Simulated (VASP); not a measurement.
# C in VASP: single point with PBE

Aim: the single point of C with PBE.

Everything below comes from runs of VASP 6.6.1. Logs are shortened: lines on timing, memory, paths and dates and some standing lists are left out, and cuts for length are marked.

## (1) The cell of the first run

The cell holds a slab with vacuum, 19 atoms: a = 7.398 Å, b = 7.398 Å, c = 13.000 Å, α = 90.00°, β = 90.00°, γ = 120.00°.

## (2) Single point, PBE, collinear spin

Contents of INCAR:

```
PREC     = Accurate       # precision mode
ENCUT    = 520            # plane-wave cutoff, eV
EDIFF    = 1E-6           # SCF threshold, eV
ISMEAR   = 0              # smearing method
SIGMA    = 0.02           # smearing width, eV
LREAL    = Auto         
LASPH    = True           # aspherical terms in the spheres
NELM     = 150            # most SCF steps
ALGO     = Normal         # electronic algorithm
ISIF     = 2              # what is computed and relaxed
LWAVE    = False          # write WAVECAR
LCHARG   = False          # write CHGCAR
ISPIN    = 2              # spin polarisation
MAGMOM   = 0 0 0 0 0 0 0 0 0 0 0 0 0 0 0 0 0 0 0.13 # initial moments
LORBIT   = 11             # projections on sites
GGA      = PE             # functional
NBANDS   = 57             # bands
```

Contents of KPOINTS:

```
Automatic mesh
0
Gamma
  2 2 1
```

Contents of POSCAR:

```
C
1.0
    7.3980000000      0.0000000000      0.0000000000
   -3.6990000000      6.4068560000      0.0000000000
    0.0000000000      0.0000000000     13.0000000000
C
19
Direct
   -0.0000798985      0.0031154126      0.0716803077
    0.2210484111      0.1131503502      0.0681980769
    0.0061106570      0.3380783024      0.0712234615
    0.2269497218      0.4492284515      0.0743730769
   -0.0007776884      0.6686508952      0.0734264615
    0.2204527771      0.7797184766      0.0682109231
    0.3249169439     -0.0014991753      0.0634775385
    0.5470945303      0.1113366681      0.0780417692
    0.3358875481      0.3365950476      0.0771789231
    0.5567726110      0.4479788527      0.0858300000
    0.3365715278      0.6714617903      0.0770303846
    0.5560416190      0.7813706130      0.0863598462
    0.6726952855      0.0091313118      0.0899085385
    0.8954316202      0.1184552923      0.0739296923
    0.6707758710      0.3376369002      0.0843559231
    0.8919757618      0.4468920481      0.0765130769
    0.6666963228      0.6698187067      0.0853686154
    0.8888625706      0.7801536354      0.0773906923
    0.6153525872      0.1238819789      0.1901954615
```

Potentials or basis: VASP PAW PBE potentials, release 64 (C).

Run with:

```bash
cat potpaw_PBE.64/C/POTCAR > POTCAR
mpirun -np 1 vasp_std > vasp.out
```

OUTCAR:

```text
PREC = Accurate
   ENCUT = 520
   EDIFF = 1E-6
   ISMEAR = 0
   LREAL = Auto
   LASPH = True
   NELM = 150
   ISIF = 2
   ISPIN = 2
   LORBIT = 11
   GGA = PE

 ion  position               nearest neighbor table
   1  1.000  0.003  0.072-  14 1.41   2 1.42  18 1.43
   2  0.221  0.113  0.068-   7 1.40   1 1.42   9 1.44
   3  0.006  0.338  0.071-  14 1.41   4 1.42  16 1.43
   4  0.227  0.449  0.074-   3 1.42   9 1.42  11 1.42
   5  0.999  0.669  0.073-   6 1.42  16 1.42  18 1.42
   6  0.220  0.780  0.068-   7 1.40   5 1.42  11 1.44
   7  0.325  0.999  0.063-   2 1.40   6 1.40   8 1.44
   8  0.547  0.111  0.078-   7 1.44  15 1.45  13 1.47  19 1.53
   9  0.336  0.337  0.077-  10 1.42   4 1.42   2 1.44
  10  0.557  0.448  0.086-   9 1.42  17 1.42  15 1.44
  11  0.337  0.671  0.077-  12 1.41   4 1.42   6 1.44
  12  0.556  0.781  0.086-  11 1.41  17 1.42  13 1.46
  13  0.673  0.009  0.090-  14 1.44  12 1.46   8 1.47  19 1.72
  14  0.895  0.118  0.074-   3 1.41   1 1.41  13 1.44
  15  0.671  0.338  0.084-  16 1.42  10 1.44   8 1.45  19 1.98
  16  0.892  0.447  0.077-  15 1.42   5 1.42   3 1.43
  17  0.667  0.670  0.085-  10 1.42  12 1.42  18 1.43
  18  0.889  0.780  0.077-   5 1.42  17 1.43   1 1.43
  19  0.615  0.124  0.190-   8 1.53  13 1.72  15 1.98

  LATTYP: Found a hexagonal cell.
 ALAT       =     7.3980000000
 C/A-ratio  =     1.7572316842

  Lattice vectors:

 A1 = (   7.3980000000,   0.0000000000,   0.0000000000)
 A2 = (  -3.6990000000,   6.4068560000,   0.0000000000)
 A3 = (   0.0000000000,   0.0000000000,  13.0000000000)

Analysis of symmetry for initial positions (statically):
=====================================================================
 Subroutine PRICEL returns:
 Original cell was already a primitive cell.

 Routine SETGRP: Setting up the symmetry group for a
 hexagonal supercell.

 Subroutine GETGRP returns: Found  1 space group operations
 (whereof  1 operations were pure point group operations)
 out of a pool of 24 trial point group operations.

The static configuration has the point symmetry C_1 .

Analysis of symmetry for dynamics (positions and initial velocities):
=====================================================================
 Subroutine PRICEL returns:
 Original cell was already a primitive cell.

 Routine SETGRP: Setting up the symmetry group for a
 hexagonal supercell.

 Subroutine GETGRP returns: Found  1 space group operations
 (whereof  1 operations were pure point group operations)
 out of a pool of 24 trial point group operations.

The dynamic configuration has the point symmetry C_1 .

Analysis of structural, dynamic, and magnetic symmetry:
=====================================================================
 Subroutine PRICEL returns:
 Original cell was already a primitive cell.

 Routine SETGRP: Setting up the symmetry group for a
 hexagonal supercell.

 Subroutine GETGRP returns: Found  1 space group operations
 (whereof  1 operations were pure point group operations)
 out of a pool of 24 trial point group operations.

The overall configuration has the point symmetry C_1 .

 Subroutine INISYM returns: Found  1 space group operations
 (whereof  1 operations are pure point group operations),
 and found     1 'primitive' translations

----------------------------------------------------------------------------------------

                                     Primitive cell

  volume of cell :     616.1730

  direct lattice vectors                    reciprocal lattice vectors
     7.398000000  0.000000000  0.000000000     0.135171668  0.078041398  0.000000000
    -3.699000000  6.406856000  0.000000000     0.000000000  0.156082796  0.000000000
     0.000000000  0.000000000 13.000000000     0.000000000  0.000000000  0.076923077

  length of vectors
     7.398000000  7.398000054 13.000000000     0.156082797  0.156082796  0.076923077

  position of ions in fractional coordinates (direct lattice)
     0.999920102  0.003115413  0.071680308
     0.221048411  0.113150350  0.068198077
     0.006110657  0.338078302  0.071223461
     0.226949722  0.449228451  0.074373077
     0.999222312  0.668650895  0.073426461
     0.220452777  0.779718477  0.068210923
[... 11 lines left out ...]
     0.888862571  0.780153635  0.077390692
     0.615352587  0.123881979  0.190195461

  ion indices of the primitive-cell ions
   primitive index   ion index
                 1           1
[... 33 lines left out ...]

  Length of vectors
     0.078041399  0.078041398  0.076923077

  Shift w.r.t. Gamma in fractional coordinates (k-lattice)
     0.000000000  0.000000000  0.000000000

 Subroutine IBZKPT returns following result:
 ===========================================

 Found      4 irreducible k-points:

 Following reciprocal coordinates:
            Coordinates               Weight
  0.000000  0.000000  0.000000      1.000000
  0.500000  0.000000  0.000000      1.000000
  0.000000  0.500000  0.000000      1.000000
  0.500000  0.500000  0.000000      1.000000
   k-points           NKPTS =      4   k-points in BZ     NKDIM =      4   number of bands    NBANDS=     57
   number of dos      NEDOS =    301   number of ions     NIONS =     19
   total plane-waves  NPLWV = 307328
   dimension x,y,z NGX =    56 NGY =   56 NGZ =   98
   dimension x,y,z NGXF=   112 NGYF=  112 NGZF=  196
   ions per type =              19
   NGX,Y,Z   is equivalent  to a cutoff of  12.58, 12.58, 12.53 a.u.
   NGXF,Y,Z  is equivalent  to a cutoff of  25.17, 25.17, 25.06 a.u.
 SYSTEM =  unknown system
   PREC   = accura    normal or accurate (medium, high low for compatibility)
   ISTART =      0    job   : 0-new  1-cont  2-samecut
   ICHARG =      2    charge: 1-file 2-atom 10-const
   ISPIN  =      2    spin polarized calculation?
   LNONCOLLINEAR =      F non collinear calculations
   LSORBIT =      F    spin-orbit coupling
   LASPH  =      T    aspherical Exc in radial PAW
   ENCUT  =  520.0 eV  38.22 Ry    6.18 a.u.  13.76 13.76 24.17*2*pi/ulx,y,z
   NELM   =    150;   NELMIN=  2; NELMDL= -5     # of ELM steps
   EDIFF  = 0.1E-05   stopping-criterion for ELM
   LREAL  =      T    real-space projection
   EDIFFG = 0.1E-04   stopping-criterion for IOM
   NSW    =      0    number of steps for IOM
   IBRION =     -1    ionic relax: 0-MD 1-quasi-New 2-CG
   NFREE  =      0    steps in history (QN), initial steepest desc. (CG)
   ISIF   =      2    stress and relaxation
   ISYM   =      2    0-nonsym 1-usesym 2-fastsym
   POTIM  = 0.5000    time-step for ionic-motion
   TEBEG  =    0.0;   TEEND  =   0.0 temperature during run
   PSTRESS=    0.0 pullay stress
   NELECT =      76.0000    total number of electrons
   NUPDOWN=      -1.0000    fix difference up-down
   EMIN   =  10.00;   EMAX   =-10.00  energy-range for DOS
   EFERMI =   0.00;   METHOD = LEGACY
   ISMEAR =     0;   SIGMA  =   0.02  broadening in eV -4-tet -1-fermi 0-gaus
   EFERMI_NEDOS =   21; number of points for ismear=-14 and -15
   IALGO  =     38    algorithm
   IMIX   =      4    mixing-type and parameters
     AMIX     =   0.40;   BMIX     =  1.00
     AMIX_MAG =   1.60;   BMIX_MAG =  1.00
  volume/ion in A,a.u.               =      32.43       218.85
  Fermi-wavevector in a.u.,A,eV,Ry     =   0.814914  1.539964  9.035424  0.664085
  Thomas-Fermi vector in A             =   1.924907
   LORBIT       =     11    0 simple, 1 ext, 2 COOP (PROOUT), +10 PAW based schemes
   GGA     = PE    functional components
   LHFCALC =     F    Hartree Fock is set to
   AEXX    =    0.0000 exact exchange contribution
   IVDW    =     0    specifies the selected vdW correction
   LEPSILON=     F    determine dielectric tensor
   LRPA    =     F    only Hartree local field effects (RPA)
 spin polarized calculation
 Gauss-broadening in eV      SIGMA  =   0.02
  energy-cutoff  :      520.00
  volume of cell :      616.17
 maximum number of plane-waves:     16651
 NGX is ok and might be reduce to    56
   NGX = 27   NGY = 27   NGZ = 49

 number of electron      76.0000000 magnetization      -0.0000355

 number of electron      76.0000000 magnetization       0.0000165

 Free energy of the ion-electron system (eV)
  ---------------------------------------------------
  ext. energy  EPLUGINS =         0.00000000
  ---------------------------------------------------
  free energy    TOTEN  =      -168.34931650 eV

  energy without entropy =     -168.34368595  energy(sigma->0) =     -168.34650123

 E-fermi :  -2.2412     XC(G=0):  -3.5323

 val. band max:       -2.2420515355   @ k =   0.0000   0.0000   0.0000
 cond. band min:      -2.2402702733   @ k =   0.5000   0.5000   0.0000
 fundamental gap:      0.0017812622
 Fermi energy:        -2.2411589370

 spin component 1

 k-point     1 :       0.0000    0.0000    0.0000
  band No.  band energies     occupation
      1     -22.2089      1.00000
      2     -20.4007      1.00000
      3     -19.2987      1.00000
      4     -19.2679      1.00000
      5     -19.1902      1.00000
      6     -19.1486      1.00000
[... 201 lines left out ...]
     49       3.8830      0.00000
     50       4.0001      0.00000
 Fermi energy:        -2.2411589370

 spin component 2

 k-point     1 :       0.0000    0.0000    0.0000
  band No.  band energies     occupation
      1     -22.2089      1.00000
      2     -20.4007      1.00000
      3     -19.2987      1.00000
      4     -19.2679      1.00000
      5     -19.1902      1.00000
      6     -19.1486      1.00000
[... 201 lines left out ...]
     49       3.8831      0.00000
     50       4.0022      0.00000
 [bands above 50 left out]

------------------------ aborting loop because EDIFF is reached ----------------------------------------

  FORCE on cell =-STRESS in cart. coord.  units (eV):
  Direction    XX          YY          ZZ          XY          YZ          ZX
  --------------------------------------------------------------------------------------
  -------------------------------------------------------------------------------------
  Total        7.0185640      1.2271925     -0.3542632      3.5719547     -0.3817337      0.1463076
  in kB       18.2497201      3.1909546     -0.9211577      9.2878220     -0.9925866      0.3804299
  external PRESSURE =       6.8398390 kB  Pullay stress =       0.0000000 kB

 VOLUME and BASIS-vectors are now :
 -----------------------------------------------------------------------------
  energy-cutoff  :      520.00
  volume of cell :      616.17
      direct lattice vectors                 reciprocal lattice vectors
     7.398000000  0.000000000  0.000000000     0.135171668  0.078041398  0.000000000
    -3.699000000  6.406856000  0.000000000     0.000000000  0.156082796  0.000000000
     0.000000000  0.000000000 13.000000000     0.000000000  0.000000000  0.076923077

 POSITION                                       TOTAL-FORCE (eV/Angst)
 -----------------------------------------------------------------------------------
      7.38588      0.01996      0.93184        -0.014053      0.021391     -0.061521
      1.21677      0.72494      0.88657         0.025592     -0.048230     -0.041393
     -1.20535      2.16602      0.92590        -0.024046     -0.005557      0.009023
      0.01728      2.87814      0.96685         0.028685      0.016902      0.003099
      4.91891      4.28395      0.95454         0.018635      0.019128      0.042081
     -1.25327      4.99554      0.88674         0.045582     -0.009175      0.083608
[... 11 lines left out ...]
      3.69002      4.99833      1.00608        -0.036335      0.048300     -0.002778
      4.09414      0.79369      2.47254         0.104816     -0.264099     -0.158560
 -----------------------------------------------------------------------------------
    total drift:                                0.013771      0.011611      0.002311

  FREE ENERGIE OF THE ION-ELECTRON SYSTEM (eV)
  ---------------------------------------------------
  free  energy   TOTEN  =      -168.3493165040 eV

  energy  without entropy=     -168.3436859541  energy(sigma->0) =     -168.34650123

 total charge

# of ion       s       p       d       tot
------------------------------------------
    1        0.863   1.800   0.000   2.663
    2        0.865   1.795   0.000   2.660
    3        0.861   1.812   0.000   2.672
    4        0.864   1.791   0.000   2.655
    5        0.863   1.794   0.000   2.657
    6        0.862   1.792   0.000   2.654
[... 11 lines left out ...]
   18        0.863   1.773   0.000   2.636
   19        1.005   1.207   0.000   2.212
--------------------------------------------------
tot         16.497  33.385   0.000  49.883

 magnetization (x)

# of ion       s       p       d       tot
------------------------------------------
    1        0.000   0.000   0.000   0.000
    2        0.000   0.000   0.000   0.000
    3        0.000   0.000   0.000   0.000
    4       -0.000   0.000   0.000   0.000
    5        0.000   0.000   0.000   0.000
    6        0.000   0.000   0.000   0.000
[... 11 lines left out ...]
   18       -0.000   0.000   0.000   0.000
   19        0.000   0.000   0.000   0.000
--------------------------------------------------
tot          0.000   0.000   0.000   0.000
```

Wall time 9.3 min (1 thread of Intel Xeon 6975P-C (Granite Rapids), shared host); peak memory 0.89 GiB.

What came out:

| Item | Value |
| --- | --- |
| Free energy | -168.3493 eV |
| Largest force | 0.325 eV/Å |
| Band gap on the k mesh | zero (filled and empty bands touch) |
| Net moment | 0.00 μB per cell |
| Valence electrons inside the program's atomic spheres | C 2.66, 2.67, 2.65, 2.69, 2.64, 2.63, 2.61, 2.62, 2.21 (each value once) |

Forces in eV/Å, atoms in the order of the input:
```
C   -0.014  0.021 -0.062
C    0.026 -0.048 -0.041
C   -0.024 -0.006  0.009
C    0.029  0.017  0.003
C    0.019  0.019  0.042
C    0.046 -0.009  0.084
C   -0.021  0.042  0.046
C   -0.096 -0.029  0.182
C   -0.017  0.105 -0.033
C   -0.064  0.037 -0.176
C    0.001  0.038  0.015
C   -0.048 -0.061  0.016
C    0.085  0.013  0.304
C    0.036 -0.048 -0.035
C    0.017  0.120 -0.200
C   -0.030  0.020  0.031
C   -0.012 -0.017 -0.023
C   -0.036  0.048 -0.003
C    0.105 -0.264 -0.159
```

Caveat: the k points lie up to 0.49 Å⁻¹ apart; there is no dipole correction, which matters where the two faces differ.
